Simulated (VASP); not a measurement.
# Ta (P6_3/mmc) in VASP: notebook

Ta is run at these levels: PBE; tasks: single point, relaxation of cell and atoms.

All numbers are computed with VASP 6.6.1; they aren't measurements. Logs are shortened: lines on timing, memory, paths and dates and some standing lists are left out, and cuts for length are marked.

## 1. The cell of the first run

It takes space group P6_3/mmc (No. 194, hexagonal). The conventional cell has a = 2.885 Å, b = 2.885 Å, c = 5.203 Å, α = 90.00°, β = 90.00°, γ = 120.00°. Within 3.8 Å of Ta (site symmetry -6m2) lie 12 Ta at 2.89 to 3.09 Å.

## 2. Single point, PBE

File INCAR:

```
SYSTEM = Ta
  ALGO = Normal
  EDIFF = 1E-7
  ENCUT = 520
  GGA = PE
  ISIF = 2
  ISMEAR = 0
  LASPH = .True.
  LCHARG = .False.
  LREAL = .False.
  LWAVE = .False.
  NBANDS = 18
  NELM = 60
  PREC = Accurate
  SIGMA = 0.05
```

File KPOINTS:

```
k-points
0
Gamma
  9 9 5
  0 0 0
```

File POSCAR:

```
Ta
1.0
    2.8851797454      0.0000000000      0.0000000000
   -1.4425898727      2.4986389540      0.0000000000
    0.0000000000      0.0000000000      5.2029872997
Ta
2
Direct
    0.3333333333      0.6666666667      0.2500000000
    0.6666666667      0.3333333333      0.7500000000
```

Potentials or basis: VASP PAW PBE potentials, release 64 (Ta_pv).

Launch:

```
cat potpaw_PBE.64/Ta_pv/POTCAR > POTCAR
mpirun -np 1 vasp_std > vasp.out
```

OUTCAR:

```text
SYSTEM = Ta
   EDIFF = 1E-7
   ENCUT = 520
   GGA = PE
   ISIF = 2
   ISMEAR = 0
   LASPH = .True.
   LREAL = .False.
   NELM = 60
   PREC = Accurate

 ion  position               nearest neighbor table
   1  0.333  0.667  0.250-   2 3.09   2 3.09   2 3.09   2 3.09   2 3.09   2 3.09
   2  0.667  0.333  0.750-   1 3.09   1 3.09   1 3.09   1 3.09   1 3.09   1 3.09

  LATTYP: Found a hexagonal cell.
 ALAT       =     2.8851797454
 C/A-ratio  =     1.8033494475

  Lattice vectors:

 A1 = (   2.8851797454,   0.0000000000,   0.0000000000)
 A2 = (  -1.4425898727,   2.4986389540,   0.0000000000)
 A3 = (   0.0000000000,   0.0000000000,   5.2029872997)

Analysis of symmetry for initial positions (statically):
=====================================================================
 Subroutine PRICEL returns:
 Original cell was already a primitive cell.

 Routine SETGRP: Setting up the symmetry group for a
 hexagonal supercell.

 Subroutine GETGRP returns: Found 24 space group operations
 (whereof 12 operations were pure point group operations)
 out of a pool of 24 trial point group operations.

The static configuration has the point symmetry D_3d.
 The point group associated with its full space group is D_6h.

Analysis of symmetry for dynamics (positions and initial velocities):
=====================================================================
 Subroutine PRICEL returns:
 Original cell was already a primitive cell.

 Routine SETGRP: Setting up the symmetry group for a
 hexagonal supercell.

 Subroutine GETGRP returns: Found 24 space group operations
 (whereof 12 operations were pure point group operations)
 out of a pool of 24 trial point group operations.

The dynamic configuration has the point symmetry D_3d.
 The point group associated with its full space group is D_6h.

 Subroutine INISYM returns: Found 24 space group operations
 (whereof 12 operations are pure point group operations),
 and found     1 'primitive' translations

----------------------------------------------------------------------------------------

                                     Primitive cell

  volume of cell :      37.5085

  direct lattice vectors                    reciprocal lattice vectors
     2.885179745  0.000000000  0.000000000     0.346598856  0.200108943  0.000000000
    -1.442589873  2.498638954  0.000000000     0.000000000  0.400217886  0.000000000
     0.000000000  0.000000000  5.202987300     0.000000000  0.000000000  0.192197279

  length of vectors
     2.885179745  2.885179745  5.202987300     0.400217886  0.400217886  0.192197279

  position of ions in fractional coordinates (direct lattice)
     0.333333333  0.666666667  0.250000000
     0.666666667  0.333333333  0.750000000

  ion indices of the primitive-cell ions
   primitive index   ion index
                 1           1
                 2           2

----------------------------------------------------------------------------------------

 KPOINTS: k-points

Automatic generation of k-mesh.
 Grid dimensions read from file:
 generate k-points for:    9    9    5

 Generating k-lattice:

  Cartesian coordinates                     Fractional coordinates (reciprocal lattice)
     0.038510984  0.022234327  0.000000000     0.111111111  0.000000000  0.000000000
     0.000000000  0.044468654  0.000000000     0.000000000  0.111111111  0.000000000
     0.000000000  0.000000000  0.038439456     0.000000000  0.000000000  0.200000000

  Length of vectors
     0.044468654  0.044468654  0.038439456

  Shift w.r.t. Gamma in fractional coordinates (k-lattice)
     0.000000000  0.000000000  0.000000000

 Subroutine IBZKPT returns following result:
 ===========================================

 Found     36 irreducible k-points:

 Following reciprocal coordinates:
            Coordinates               Weight
  0.000000  0.000000  0.000000      1.000000
  0.111111 -0.000000  0.000000      6.000000
  0.222222 -0.000000  0.000000      6.000000
  0.333333 -0.000000  0.000000      6.000000
  0.444444 -0.000000  0.000000      6.000000
  0.111111  0.111111  0.000000      6.000000
[... 16 lines left out ...]
  0.333333  0.222222  0.200000     24.000000
  0.333333  0.333333  0.200000      4.000000
 [... further k-points ...]
   k-points           NKPTS =     36   k-points in BZ     NKDIM =     36   number of bands    NBANDS=     18
   number of dos      NEDOS =    301   number of ions     NIONS =      2
   total plane-waves  NPLWV =  23040
   dimension x,y,z NGX =    24 NGY =   24 NGZ =   40
   dimension x,y,z NGXF=    48 NGYF=   48 NGZF=   80
   ions per type =               2
   NGX,Y,Z   is equivalent  to a cutoff of  13.83, 13.83, 12.78 a.u.
   NGXF,Y,Z  is equivalent  to a cutoff of  27.66, 27.66, 25.56 a.u.
 SYSTEM =  Ta
   PREC   = accura    normal or accurate (medium, high low for compatibility)
   ISTART =      0    job   : 0-new  1-cont  2-samecut
   ICHARG =      2    charge: 1-file 2-atom 10-const
   ISPIN  =      1    spin polarized calculation?
   LNONCOLLINEAR =      F non collinear calculations
   LSORBIT =      F    spin-orbit coupling
   LASPH  =      T    aspherical Exc in radial PAW
   ENCUT  =  520.0 eV  38.22 Ry    6.18 a.u.   5.36  5.36  9.67*2*pi/ulx,y,z
   NELM   =     60;   NELMIN=  2; NELMDL= -5     # of ELM steps
   EDIFF  = 0.1E-06   stopping-criterion for ELM
   LREAL  =      F    real-space projection
   EDIFFG = 0.1E-05   stopping-criterion for IOM
   NSW    =      0    number of steps for IOM
   IBRION =     -1    ionic relax: 0-MD 1-quasi-New 2-CG
   NFREE  =      0    steps in history (QN), initial steepest desc. (CG)
   ISIF   =      2    stress and relaxation
   ISYM   =      2    0-nonsym 1-usesym 2-fastsym
   POTIM  = 0.5000    time-step for ionic-motion
   TEBEG  =    0.0;   TEEND  =   0.0 temperature during run
   PSTRESS=    0.0 pullay stress
   NELECT =      22.0000    total number of electrons
   NUPDOWN=      -1.0000    fix difference up-down
   EMIN   =  10.00;   EMAX   =-10.00  energy-range for DOS
   EFERMI =   0.00;   METHOD = LEGACY
   ISMEAR =     0;   SIGMA  =   0.05  broadening in eV -4-tet -1-fermi 0-gaus
   EFERMI_NEDOS =   21; number of points for ismear=-14 and -15
   IALGO  =     38    algorithm
   IMIX   =      4    mixing-type and parameters
     AMIX     =   0.40;   BMIX     =  1.00
     AMIX_MAG =   1.60;   BMIX_MAG =  1.00
  volume/ion in A,a.u.               =      18.75       126.56
  Fermi-wavevector in a.u.,A,eV,Ry     =   1.370375  2.589633 25.550747  1.877927
  Thomas-Fermi vector in A             =   2.496167
   LORBIT       =      0    0 simple, 1 ext, 2 COOP (PROOUT), +10 PAW based schemes
   GGA     = PE    functional components
   LHFCALC =     F    Hartree Fock is set to
   AEXX    =    0.0000 exact exchange contribution
   IVDW    =     0    specifies the selected vdW correction
   LEPSILON=     F    determine dielectric tensor
   LRPA    =     F    only Hartree local field effects (RPA)
 non-spin polarized calculation
 Gauss-broadening in eV      SIGMA  =   0.05
  energy-cutoff  :      520.00
  volume of cell :       37.51
 maximum number of plane-waves:      1027
 NGX is ok and might be reduce to    24
   NGX = 11   NGY = 11   NGZ = 19

 number of electron      22.0000000 magnetization

 Free energy of the ion-electron system (eV)
  ---------------------------------------------------
  ext. energy  EPLUGINS =         0.00000000
  ---------------------------------------------------
  free energy    TOTEN  =       -23.05934930 eV

  energy without entropy =      -23.05658681  energy(sigma->0) =      -23.05796805

 E-fermi :   5.5941     XC(G=0): -12.3967

 val. band max:        5.5846999541   @ k =   0.2222  -0.0000   0.4000
 cond. band min:       5.6644568128   @ k =   0.1111   0.1111   0.0000
 fundamental gap:      0.0797568587
 Fermi energy:         5.5941296258

 k-point     1 :       0.0000    0.0000    0.0000
  band No.  band energies     occupation
      1     -28.9559      2.00000
      2     -28.1660      2.00000
      3     -28.0079      2.00000
      4     -28.0079      2.00000
      5     -27.9315      2.00000
      6     -27.9315      2.00000
[... 10 lines left out ...]
     17      10.7569      0.00000
     18      10.7569      0.00000

 k-point     2 :       0.1111   -0.0000    0.0000
  band No.  band energies     occupation
      1     -28.9168      2.00000
      2     -28.1691      2.00000
      3     -28.1384      2.00000
      4     -28.0642      2.00000
      5     -28.0426      2.00000
      6     -27.9561      2.00000
[... 10 lines left out ...]
     17      10.9151      0.00000
     18      11.6272      0.00000

 k-point     3 :       0.2222   -0.0000    0.0000
  band No.  band energies     occupation
      1     -28.8109      2.00000
      2     -28.4630      2.00000
      3     -28.3851      2.00000
      4     -28.1833      2.00000
      5     -28.1274      2.00000
      6     -28.0199      2.00000
[... 10 lines left out ...]
     17      11.0900      0.00000
     18      13.2484      0.00000

 k-point     4 :       0.3333   -0.0000    0.0000
  band No.  band energies     occupation
      1     -28.8205      2.00000
      2     -28.7280      2.00000
      3     -28.6706      2.00000
      4     -28.2202      2.00000
      5     -28.2183      2.00000
      6     -28.0935      2.00000
[... 375 lines left out ...]
      4     -28.3919      2.00000
      5     -28.2960      2.00000
      6     -28.2399      2.00000
[... 10 lines left out ...]
     17      12.4115      0.00000
     18      13.5866      0.00000

 k-point    23 :       0.3333    0.2222    0.2000
  band No.  band energies     occupation
      1     -28.9230      2.00000
      2     -28.8559      2.00000
      3     -28.5510      2.00000
      4     -28.4622      2.00000
      5     -28.3994      2.00000
      6     -28.2849      2.00000
[... 10 lines left out ...]
     17      13.6540      0.00000
     18      14.0078      0.00000

 k-point    24 :       0.3333    0.3333    0.2000
  band No.  band energies     occupation
      1     -28.7892      2.00000
      2     -28.7506      2.00000
      3     -28.7506      2.00000
      4     -28.6332      2.00000
      5     -28.3464      2.00000
      6     -28.3464      2.00000
[... 10 lines left out ...]
     17      13.1507      0.00000
     18      13.1507      0.00000

 [... further k-points ...]
[... 5 lines left out ...]
  --------------------------------------------------------------------------------------
  -------------------------------------------------------------------------------------
  Total        0.0211701      0.0211701      0.0128611      0.0000000      0.0000000      0.0000000
  in kB        0.9042833      0.9042833      0.5493646      0.0000000      0.0000000      0.0000000
  external PRESSURE =       0.7859770 kB  Pullay stress =       0.0000000 kB

 VOLUME and BASIS-vectors are now :
 -----------------------------------------------------------------------------
  energy-cutoff  :      520.00
  volume of cell :       37.51
      direct lattice vectors                 reciprocal lattice vectors
     2.885179745  0.000000000  0.000000000     0.346598856  0.200108943  0.000000000
    -1.442589873  2.498638954  0.000000000     0.000000000  0.400217886  0.000000000
     0.000000000  0.000000000  5.202987300     0.000000000  0.000000000  0.192197279

 POSITION                                       TOTAL-FORCE (eV/Angst)
 -----------------------------------------------------------------------------------
     -0.00000      1.66576      1.30075         0.000000     -0.000000      0.000000
      1.44259      0.83288      3.90224        -0.000000      0.000000      0.000000
 -----------------------------------------------------------------------------------
    total drift:                               -0.000000      0.000000     -0.000000

  FREE ENERGIE OF THE ION-ELECTRON SYSTEM (eV)
  ---------------------------------------------------
  free  energy   TOTEN  =       -23.0593493032 eV

  energy  without entropy=      -23.0565868051  energy(sigma->0) =      -23.05796805
```

It took 40 s on 1 thread of Intel Xeon 8259CL, shared host; peak memory 0.16 GiB.

What came out:

```yaml
Free_energy: -23.0593 eV
Pressure: 0.1 GPa
Band_gap_on_the_k_mesh: zero (band 11 reaches 6.50 eV, above the bottom of band 12 at 5.00 eV)
```

Levels at points of the mesh, in eV from the Fermi level:
| k point | band 8 | band 9 | band 10 | band 11 | band 12 | band 13 | band 14 | band 15 |
| --- | --- | --- | --- | --- | --- | --- | --- | --- |
| (0.00, 0.00, 0.00) | -4.95 | -0.69 | -0.22 | 0.62 | 0.62 | 1.16 | 1.16 | 3.09 |

Caveat: spin-orbit coupling is left out, which moves the levels of the heavy elements.

## 3. Relaxation of cell and atoms, PBE

This run uses another cell than the first one, of 17.97 Å³/atom, 0.958 times its volume.

File INCAR:

```
ALGO = Normal
EDIFF = 1E-7
EDIFFG = -0.03
ENCUT = 600
GGA = PE
IBRION = 2
ISIF = 3
ISMEAR = 0
LASPH = True
LCHARG = False
LREAL = False
LWAVE = False
NELM = 100
NSW = 60
PREC = Accurate
SIGMA = 0.05
```

File KPOINTS:

```
k-points
0
Gamma
  9 9 5
```

File POSCAR:

```
Ta
1.0
    2.9400000000      0.0000000000      0.0000000000
   -1.4700000000      2.5461146871      0.0000000000
    0.0000000000      0.0000000000      4.8010200000
Ta
2
Direct
    0.3333333333      0.6666666667      0.2500000000
    0.6666666667      0.3333333333      0.7500000000
```

Potentials or basis: VASP PAW PBE potentials, release 64 (Ta_pv).

Launch:

```
cat potpaw_PBE.64/Ta_pv/POTCAR > POTCAR
mpirun -np 1 vasp_std > vasp.out
```

Run time: 4.5 min. Hardware: 1 thread of Intel Xeon 8259CL, shared host; peak memory 0.18 GiB.

The run converged. Its results:

- Free energy: -23.0594 eV
- Relaxed volume: 18.76 Å³/atom
- Relaxed cell: a = 2.886 Å, b = 2.886 Å, c = 5.201 Å, α = 90.00°, β = 90.00°, γ = 120.00°
- Space group after relaxing (to 0.05 Å): P6_3/mmc (No. 194)
- Energy gained by relaxing: 66.8 meV/atom
- Ionic steps: 10
- Pressure after relaxing: 0.0 GPa
- Band gap on the k mesh: zero (band 11 reaches 6.49 eV, above the bottom of band 12 at 4.99 eV)

Stress tensor (GPa, compression positive):
```
-0.06  0.00  0.00
 0.00 -0.06  0.00
 0.00  0.00  0.09
```

Step by step:
```
step  energy change (eV)  largest force (eV/Å)  pressure (GPa)  volume (Å³)
   1              0.0000                0.0000            8.98        35.94
   2              0.1112                0.0000          -15.48        41.41
   3             -0.0617                0.0000           -1.77        37.90
   4             -0.1081                0.0000           -1.68        37.82
   5              0.0418                0.0000            4.02        37.31
   6             -0.1303                0.0000           -1.27        37.75
   7             -0.1314                0.0000           -0.67        37.69
   8             -0.1330                0.0000           -0.97        37.72
   9             -0.1304                0.0000            2.28        37.09
  10             -0.1336                0.0000           -0.01        37.53
```

Final structure:
```
Ta
1.0
     2.88636    0.00000    0.00000
    -1.44318    2.49966    0.00000
     0.00000    0.00000    5.20141
Ta
2
Direct
  0.33333 0.66667 0.25000
  0.66667 0.33333 0.75000
```

Levels at points of the mesh, in eV from the Fermi level:
| k point | band 8 | band 9 | band 10 | band 11 | band 12 | band 13 | band 14 | band 15 |
| --- | --- | --- | --- | --- | --- | --- | --- | --- |
| (0.00, 0.00, 0.00) | -4.94 | -0.68 | -0.22 | 0.62 | 0.62 | 1.16 | 1.16 | 3.08 |

Caveat: spin-orbit coupling is left out, which moves the levels of the heavy elements.

## 4. Relaxation of cell and atoms, PBE, target pressure 5 GPa, at which the enthalpy is minimised

This run uses another cell than the first one, of 17.97 Å³/atom, 0.958 times its volume.

File INCAR:

```
SYSTEM = Ta
PREC = Accurate
ENCUT = 600
EDIFF = 1E-7
ISMEAR = 0
SIGMA = 0.05
LREAL = .False.
LASPH = .True.
NELM = 60
ALGO = Normal
ISIF = 3
LWAVE = .False.
LCHARG = .False.
GGA = PE
IBRION = 2
NSW = 60
EDIFFG = -0.03
PSTRESS = 50.0
```

File KPOINTS:

```
Automatic mesh
0
Gamma
  9 9 5
  0 0 0
```

POSCAR is that of step 3.

Launch:

```
cat potpaw_PBE.64/Ta_pv/POTCAR > POTCAR
mpirun -np 1 vasp_std > vasp.out
```

Run time: 4.4 min. Hardware: 1 thread of Intel Xeon 8259CL, shared host; peak memory 0.18 GiB.

It converged, with:

* Free energy: -23.0451 eV
* Relaxed volume: 18.30 Å³/atom
* Relaxed cell: a = 2.863 Å, b = 2.863 Å, c = 5.156 Å, α = 90.00°, β = 90.00°, γ = 120.00°
* Space group after relaxing (to 0.05 Å): P6_3/mmc (No. 194)
* Energy change on relaxing (the enthalpy is what falls): -59.6 meV/atom
* Ionic steps: 11
* Pressure after relaxing: 5.0 GPa
* Band gap on the k mesh: zero (band 11 reaches 6.76 eV, above the bottom of band 12 at 5.19 eV)

Stress tensor (GPa, compression positive):
```
5.09 0.00 0.00
0.00 5.09 0.00
0.00 0.00 4.95
```

The path:
| step | energy change (eV) | largest force (eV/Å) | pressure (GPa) | volume (Å³) |
| --- | --- | --- | --- | --- |
| 1 | 0.0000 | 0.0000 | 8.98 | 35.94 |
| 2 | -0.0843 | 0.0000 | -3.68 | 38.29 |
| 3 | -0.0713 | 0.0000 | 1.67 | 37.22 |
| 4 | -0.1197 | 0.0000 | 2.70 | 36.97 |
| 5 | 0.1504 | 0.0000 | 11.71 | 36.08 |
| 6 | -0.1263 | 0.0000 | 3.48 | 36.87 |
| 7 | -0.1259 | 0.0000 | 3.66 | 36.84 |
| 8 | -0.1262 | 0.0000 | 3.59 | 36.85 |
| 9 | -0.1039 | 0.0000 | 7.22 | 36.21 |
| 10 | -0.1201 | 0.0000 | 4.84 | 36.63 |
| 11 | -0.1193 | 0.0000 | 5.04 | 36.59 |

Final structure:
```
Ta
1.0
     2.86291    0.00000    0.00000
    -1.43146    2.47935    0.00000
     0.00000    0.00000    5.15553
Ta
2
Direct
  0.33333 0.66667 0.25000
  0.66667 0.33333 0.75000
```

Levels at points of the mesh, in eV from the Fermi level:
```tsv
k point	band 8	band 9	band 10	band 11	band 12	band 13	band 14	band 15
(0.00, 0.00, 0.00)	-5.03	-0.72	-0.15	0.61	0.61	1.17	1.17	3.15
```

Caveat: the cell is relaxed towards a set pressure, so the enthalpy falls and the energy may rise; spin-orbit coupling is left out, which moves the levels of the heavy elements.

## 5. The runs side by side

```tsv
task	cell	cutoff (eV)	gap on the mesh (eV)	pressure (GPa)
single point	a = 2.885, b = 2.885, c = 5.203 Å, angles 90.0, 90.0, 120.0°, 2 atoms	520	none	0.1
relaxation of cell and atoms	relaxed from a = 2.940, b = 2.940, c = 4.801 Å, angles 90.0, 90.0, 120.0°, 2 atoms	600	none	0.0
relaxation of cell and atoms	relaxed to 5 GPa from a = 2.940, b = 2.940, c = 4.801 Å, angles 90.0, 90.0, 120.0°, 2 atoms	600	none	5.0
```

Alike in all rows: level PBE; potentials or basis VASP PAW PBE potentials, release 64 (Ta_pv); no spin polarisation; k mesh 9 × 9 × 5; smearing gaussian 0.05 eV.

Caveats: spin-orbit coupling is left out, which moves the levels of the heavy elements; the cell is relaxed towards a set pressure, so the enthalpy falls and the energy may rise (some runs).

Total energies depend on the potentials used, so only differences within one code and one set of settings carry meaning.
